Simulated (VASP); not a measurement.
# Mg8HO8 (a cell with a defect) in VASP: notebook

The runs below take Mg8HO8 (a cell with a defect) through single point, with PBE+D3(BJ).

Program: VASP 6.6.1. These are calculated values, not measurements. Logs are shortened: lines on timing, memory, paths and dates and some standing lists are left out, and cuts for length are marked.

**1. The cell of the first run**

The cell holds a defect, 17 atoms: a = 5.457 Å, b = 5.457 Å, c = 5.457 Å, α = 60.00°, β = 60.00°, γ = 60.00°.

**2. Single point, PBE+D3(BJ), collinear spin**

INCAR reads:

```
SYSTEM = Mg8HO8
ALGO = Normal
EDIFF = 1E-6
ENCUT = 520
GGA = PE
ISIF = 2
ISMEAR = 0
ISPIN = 2
IVDW = 12
LASPH = .True.
LCHARG = .False.
LORBIT = 11
LREAL = Auto
LWAVE = .False.
MAGMOM = 0 0 0 0 0 0 0 0 0.08 0.08 0 0.08 0 0.08 0 0 0.33
NBANDS = 50
NELM = 150
PREC = Accurate
SIGMA = 0.05
```

KPOINTS reads:

```
k-points
0
Gamma
  2 2 2
  0 0 0
```

POSCAR reads:

```
Mg8HO8
1.0
    0.0000000000      3.8590000000      3.8590000000
    3.8590000000      0.0000000000      3.8590000000
    3.8590000000      3.8590000000      0.0000000000
Mg O H
8 8 1
Direct
   -0.0125310961     -0.0020029800      0.0170980824
    0.0044324955     -0.0007069189      0.5043306556
   -0.0081097435      0.5016969422      0.0058643431
    0.0044994817      0.4925751490      0.5043458150
    0.4968960871      0.0039432495     -0.0032682042
    0.5171602747     -0.0020421094      0.4873877948
    0.4969424721      0.5029448044     -0.0031679192
    0.5059433791      0.5016433014      0.4918132936
    0.2528560508      0.2511535372      0.2455023322
    0.2526877429      0.2733555325      0.7526356569
    0.2481506867      0.7529125421      0.2466674009
    0.2526236072      0.7231429127      0.7525593418
    0.7496525006      0.2529017880      0.2496208862
    0.7456370821      0.2511206271      0.7527381446
    0.7497014771      0.7485579166      0.2495488469
    0.7468009847      0.7529359938      0.7480264317
    0.1856807463      0.0661464110      0.6856330656
```

Potentials or basis: VASP PAW PBE potentials, release 64 (Mg, O, H).

On the command line:

```sh
cat potpaw_PBE.64/Mg/POTCAR potpaw_PBE.64/O/POTCAR potpaw_PBE.64/H/POTCAR > POTCAR
mpirun -np 1 vasp_std > vasp.out
```

OUTCAR:

```text
SYSTEM = Mg8HO8
   EDIFF = 1E-6
   ENCUT = 520
   GGA = PE
   ISIF = 2
   ISMEAR = 0
   ISPIN = 2
   IVDW = 12
   LASPH = .True.
   LORBIT = 11
   LREAL = Auto
   NELM = 150
   PREC = Accurate
 IVDW          = 12

 ion  position               nearest neighbor table
   1  0.987  0.998  0.017-  17 1.53  15 1.88  13 1.88  11 1.89  14 1.95  12 2.08  10 2.09   6 2.57
                             4 2.71   2 2.71   7 2.72   5 2.72   3 2.73   3 2.73   5 2.74   7 2.74
   2  0.004  0.999  0.504-  12 1.92  14 1.93   9 1.93  16 1.95  11 1.95  17 1.95  13 1.97   4 2.69
                             1 2.71   6 2.71   3 2.73   8 2.73   5 2.73   5 2.73   8 2.73   3 2.73
   3  0.992  0.502  0.006-  10 1.86  12 1.87  15 1.89  13 1.90   9 1.93  16 1.94   8 2.65   5 2.72
                             7 2.72   2 2.73   1 2.73   4 2.73   4 2.73   1 2.73   2 2.73   7 2.74
   4  0.004  0.493  0.504-  10 1.92   9 1.93  14 1.93  17 1.94  11 1.95  16 1.95  15 1.97   2 2.69
                             1 2.71   6 2.71   8 2.73   3 2.73   7 2.73   7 2.73   3 2.73   8 2.73
   5  0.497  0.004  0.997-  10 1.89  14 1.91   9 1.91  16 1.93  11 1.93  15 1.95   1 2.72   6 2.72
                             3 2.72   8 2.72   7 2.72   2 2.73   2 2.73   7 2.73   8 2.74   3 2.74
   6  0.517  0.998  0.487-  17 1.53  15 1.88  13 1.88  16 1.89   9 1.95  12 2.08  10 2.09   1 2.57
                             4 2.71   2 2.71   7 2.72   5 2.72   8 2.73   8 2.73   5 2.74   7 2.74
   7  0.497  0.503  0.997-  12 1.89   9 1.91  14 1.91  11 1.93  16 1.93  13 1.95   1 2.72   6 2.72
                             8 2.72   3 2.72   5 2.72   4 2.73   4 2.73   5 2.73   3 2.74   8 2.74
   8  0.506  0.502  0.492-  10 1.86  12 1.87  15 1.89  13 1.89  14 1.93  11 1.94   3 2.65   5 2.72
                             7 2.72   2 2.73   6 2.73   4 2.73   6 2.73   4 2.73   2 2.73   7 2.74
   9  0.253  0.251  0.246-   7 1.91   5 1.91   4 1.93   2 1.93   3 1.93   6 1.95
  10  0.253  0.273  0.753-   8 1.86   3 1.86   5 1.89   4 1.92   1 2.09   6 2.09
  11  0.248  0.753  0.247-   1 1.89   5 1.93   7 1.93   8 1.94   4 1.95   2 1.95
  12  0.253  0.723  0.753-   3 1.87   8 1.87   7 1.89   2 1.92   6 2.08   1 2.08
  13  0.750  0.253  0.250-   1 1.88   6 1.88   8 1.89   3 1.90   7 1.95   2 1.97
  14  0.746  0.251  0.753-   7 1.91   5 1.91   2 1.93   4 1.93   8 1.93   1 1.95
  15  0.750  0.749  0.250-   1 1.88   6 1.88   3 1.89   8 1.89   5 1.95   4 1.97
  16  0.747  0.753  0.748-   6 1.89   5 1.93   7 1.93   3 1.94   2 1.95   4 1.95
  17  0.186  0.066  0.686-   1 1.53   6 1.53   4 1.94   2 1.95

  LATTYP: Found a face centered cubic cell.
 ALAT       =     7.7180000000

  Lattice vectors:

 A1 = (   0.0000000000,   3.8590000000,   3.8590000000)
 A2 = (   3.8590000000,   0.0000000000,   3.8590000000)
 A3 = (   3.8590000000,   3.8590000000,   0.0000000000)

Analysis of symmetry for initial positions (statically):
=====================================================================
 Subroutine PRICEL returns:
 Original cell was already a primitive cell.

 Routine SETGRP: Setting up the symmetry group for a
 face centered cubic supercell.

 Subroutine GETGRP returns: Found  1 space group operations
 (whereof  1 operations were pure point group operations)
 out of a pool of 48 trial point group operations.
[... 203 lines left out ...]
  band No.  band energies     occupation
      1     -13.4047      1.00000
      2     -11.4555      1.00000
      3     -11.4013      1.00000
      4     -11.1798      1.00000
      5     -11.1644      1.00000
      6     -10.9201      1.00000
[... 365 lines left out ...]
     43      18.7775      0.00000
     44      18.9240      0.00000
 Fermi energy:        10.5252847845

 spin component 2

 k-point     1 :       0.0000    0.0000    0.0000
  band No.  band energies     occupation
      1     -13.4047      1.00000
      2     -11.4555      1.00000
      3     -11.4013      1.00000
      4     -11.1798      1.00000
      5     -11.1644      1.00000
      6     -10.9199      1.00000
[... 365 lines left out ...]
     43      18.7775      0.00000
     44      18.9240      0.00000
 [bands above 44 left out]

------------------------ aborting loop because EDIFF is reached ----------------------------------------

 Edisp (eV)   -6.38848

 E8    (eV) :    -2.4866

  FORCE on cell =-STRESS in cart. coord.  units (eV):
  Direction    XX          YY          ZZ          XY          YZ          ZX
  --------------------------------------------------------------------------------------
  -------------------------------------------------------------------------------------
  Total      62.05885    55.24773    62.05013     0.00395     0.00296    -1.00151
  in kB     865.08732   770.14173   864.96583     0.05506     0.04124   -13.96079
  external pressure =      833.40 kB  Pullay stress =        0.00 kB

 VOLUME and BASIS-vectors are now :
 -----------------------------------------------------------------------------
  energy-cutoff  :      520.00
  volume of cell :      114.94
      direct lattice vectors                 reciprocal lattice vectors
     0.000000000  3.859000000  3.859000000    -0.129567245  0.129567245  0.129567245
     3.859000000  0.000000000  3.859000000     0.129567245 -0.129567245  0.129567245
     3.859000000  3.859000000  0.000000000     0.129567245  0.129567245 -0.129567245

 POSITION                                       TOTAL-FORCE (eV/Angst)
 -----------------------------------------------------------------------------------
      3.91725      3.87662      7.66191        -0.074013      0.137131      0.078585
      5.80248      1.96332      3.87338         0.023331      0.058859      0.026266
      1.95868      3.85033      5.76375        -0.034102      0.060465      0.025522
      3.84712      1.96363      1.91821        -0.013529      0.054852     -0.018070
      3.86160      5.76391      1.93274         0.032492      0.145523      0.026715
      5.73195      3.87655      5.84684         0.078274      0.137787     -0.073648
[... 9 lines left out ...]
      5.79221      5.76854      5.78749         0.010348      0.090831     -0.012124
      2.90112      3.36240      0.97180        -0.016986     -1.449555     -0.014365
 -----------------------------------------------------------------------------------
    total drift:                                0.005227     -0.000388      0.004350

  FREE ENERGIE OF THE ION-ELECTRON SYSTEM (eV)
  ---------------------------------------------------
  free  energy   TOTEN  =       -91.1099348077 eV

  energy  without entropy=      -91.1099348077  energy(sigma->0) =      -91.10993481

 total charge

# of ion       s       p       d       tot
------------------------------------------
    1        0.206   0.303   0.166   0.674
    2        0.192   0.281   0.151   0.624
    3        0.206   0.310   0.170   0.686
    4        0.192   0.281   0.151   0.624
    5        0.198   0.293   0.157   0.648
    6        0.206   0.303   0.166   0.674
[... 9 lines left out ...]
   16        1.553   3.735   0.000   5.288
   17        0.649   0.032   0.000   0.681
--------------------------------------------------
tot         14.745  32.200   1.287  48.232

 magnetization (x)

# of ion       s       p       d       tot
------------------------------------------
    1       -0.000  -0.000  -0.000  -0.000
    2       -0.000  -0.000  -0.000  -0.000
    3       -0.000  -0.000  -0.000  -0.000
    4       -0.000  -0.000  -0.000  -0.000
    5       -0.000  -0.000  -0.000  -0.000
    6       -0.000  -0.000  -0.000  -0.000
[... 9 lines left out ...]
   16       -0.000  -0.000   0.000  -0.000
   17        0.000   0.000   0.000   0.000
--------------------------------------------------
tot          0.000   0.000  -0.000   0.000
```

stdout:

```text
POSCAR found type information on POSCAR MgO H
 POSCAR found :  3 types and      17 ions
 scaLAPACK will be used
 LDA part: xc-table for (Slater+PW92), standard interpolation
 POSCAR, INCAR and KPOINTS ok, starting setup
 FFT: planning ... GRIDC
 FFT: planning ... GRID_SOFT
 FFT: planning ... GRID
 WAVECAR not read
 entering main loop
```

It took 6.1 min on 1 thread of Intel Xeon 6975P-C, shared host; peak memory 0.39 GiB.

Results:

- Free energy: -91.1099 eV
- Pressure: 83.3 GPa
- Largest force: 1.450 eV/Å
- Net moment: 0.00 μB per cell
- Valence electrons inside the program's atomic spheres: Mg 0.67, 0.62, 0.69, 0.65; O 5.29, 5.26, 5.31; H 0.68
- Dispersion energy per atom: -0.376 eV

Forces in eV/Å, atoms in the order of the input:
```
Mg  -0.074  0.137  0.079
Mg   0.023  0.059  0.026
Mg  -0.034  0.060  0.026
Mg  -0.014  0.055 -0.018
Mg   0.032  0.146  0.027
Mg   0.078  0.138 -0.074
Mg  -0.026  0.138 -0.023
Mg   0.032  0.060 -0.027
O   -0.036  0.007  0.035
O   -0.119  0.149 -0.119
O   -0.007  0.094  0.015
O    0.103  0.150  0.110
O    0.001  0.081  0.006
O    0.041  0.004 -0.033
O    0.006  0.082 -0.002
O    0.010  0.091 -0.012
H   -0.017 -1.450 -0.014
```

Stress tensor (GPa, compression positive):
```
86.51  0.01 -1.40
 0.01 77.01  0.00
-1.40  0.00 86.50
```

Caveat: the k points lie up to 0.71 Å⁻¹ apart.

**3. Single point, PBE+D3(BJ), collinear spin**

INCAR is that of step 2.

KPOINTS is that of step 2.

POSCAR reads:

```
Mg8HO8
1.0
    0.0000000000      3.8590000000      3.8590000000
    3.8590000000      0.0000000000      3.8590000000
    3.8590000000      3.8590000000      0.0000000000
Mg O H
8 8 1
Direct
   -0.0168289712      0.0023405027      0.0123705623
    0.0034369008     -0.0035037575      0.5028968645
   -0.0055948432      0.4992273905      0.0079498575
    0.0035377041      0.4973469811      0.5029435087
    0.4959238145      0.0011966831     -0.0046600155
    0.5128826121      0.0022816792      0.4826794506
    0.4959379373      0.5078332470     -0.0045935476
    0.5084559471      0.4991766002      0.4938954392
    0.2522430682      0.2475392589      0.2530391293
    0.2476342317      0.2784551697      0.7471522415
    0.2475307074      0.7492726095      0.2542018658
    0.2477097694      0.7281015807      0.7472158590
    0.7506482249      0.2519516714      0.2501869655
    0.7536017103      0.2475071262      0.7516885203
    0.7507210417      0.7475842187      0.2501382483
    0.7547670381      0.7492881576      0.7469836745
    0.3146338430     -0.0627615963      0.8141565172
```

Potentials or basis: VASP PAW PBE potentials, release 64 (Mg, O, H).

On the command line:

```sh
cat potpaw_PBE.64/Mg/POTCAR potpaw_PBE.64/O/POTCAR potpaw_PBE.64/H/POTCAR > POTCAR
mpirun -np 1 vasp_std > vasp.out
```

Wall time 6.3 min (1 thread of Intel Xeon 6975P-C, shared host); peak memory 0.39 GiB.

It converged, with:

| Item | Value |
| --- | --- |
| Free energy | -91.1099 eV |
| Pressure | 83.3 GPa |
| Largest force | 1.450 eV/Å |
| Net moment | 0.00 μB per cell |
| Valence electrons inside the program's atomic spheres | Mg 0.67, 0.65, 0.69, 0.62; O 5.29, 5.26, 5.31; H 0.68 |
| Dispersion energy per atom | -0.376 eV |

Forces on the atoms (eV/Å):
```
Mg  -0.075 -0.138  0.079
Mg  -0.025 -0.138 -0.023
Mg  -0.034 -0.061  0.026
Mg   0.033 -0.146  0.026
Mg  -0.013 -0.055 -0.018
Mg   0.078 -0.137 -0.074
Mg   0.024 -0.059  0.027
Mg   0.032 -0.060 -0.027
O    0.011 -0.091 -0.012
O   -0.120 -0.149 -0.118
O    0.041 -0.004 -0.033
O    0.104 -0.150  0.110
O    0.001 -0.080  0.006
O   -0.007 -0.093  0.015
O    0.004 -0.081 -0.003
O   -0.035 -0.007  0.035
H   -0.017  1.449 -0.014
```

Stress tensor (GPa, compression positive):
```
86.51 -0.01 -1.40
-0.01 77.01  0.00
-1.40  0.00 86.50
```

Levels at points of the mesh, in eV from the Fermi level:
Spin up:
```csv
k point,band 29,band 30,band 31,band 32,band 33,band 34,band 35,band 36
"(0.00, 0.00, 0.00)",-5.92,-5.00,-5.00,-4.99,-1.51,2.96,4.17,4.27
"(0.50, 0.00, 0.00)",-5.62,-5.61,-5.45,-5.43,-0.70,4.68,5.24,5.99
"(0.00, 0.50, 0.00)",-5.62,-5.58,-5.49,-5.46,0.26,4.69,5.02,6.04
"(0.00, 0.00, 0.50)",-5.62,-5.61,-5.45,-5.43,-0.70,4.68,5.24,5.99
"(0.50, 0.50, 0.50)",-5.62,-5.58,-5.49,-5.45,0.25,4.69,5.02,6.04
"(0.50, 0.50, 0.00)",-6.02,-5.96,-5.88,-5.83,0.41,6.03,6.18,6.55
"(0.00, 0.50, 0.50)",-6.02,-5.96,-5.88,-5.83,0.41,6.03,6.18,6.55
"(0.50, 0.00, 0.50)",-5.90,-5.88,-5.85,-5.81,-0.27,5.90,6.32,6.60
```
Spin down:
```tsv
k point	band 29	band 30	band 31	band 32	band 33	band 34	band 35	band 36
(0.00, 0.00, 0.00)	-5.92	-5.00	-5.00	-4.99	-1.51	2.96	4.17	4.27
(0.50, 0.00, 0.00)	-5.62	-5.61	-5.45	-5.43	-0.70	4.68	5.24	5.99
(0.00, 0.50, 0.00)	-5.62	-5.58	-5.49	-5.46	0.26	4.69	5.02	6.04
(0.00, 0.00, 0.50)	-5.62	-5.61	-5.45	-5.43	-0.70	4.68	5.24	5.99
(0.50, 0.50, 0.50)	-5.62	-5.58	-5.49	-5.45	0.25	4.69	5.02	6.04
(0.50, 0.50, 0.00)	-6.02	-5.96	-5.88	-5.83	0.41	6.03	6.18	6.55
(0.00, 0.50, 0.50)	-6.02	-5.96	-5.88	-5.83	0.41	6.03	6.18	6.55
(0.50, 0.00, 0.50)	-5.90	-5.88	-5.85	-5.81	-0.27	5.90	6.32	6.60
```

Caveat: the k points lie up to 0.71 Å⁻¹ apart.
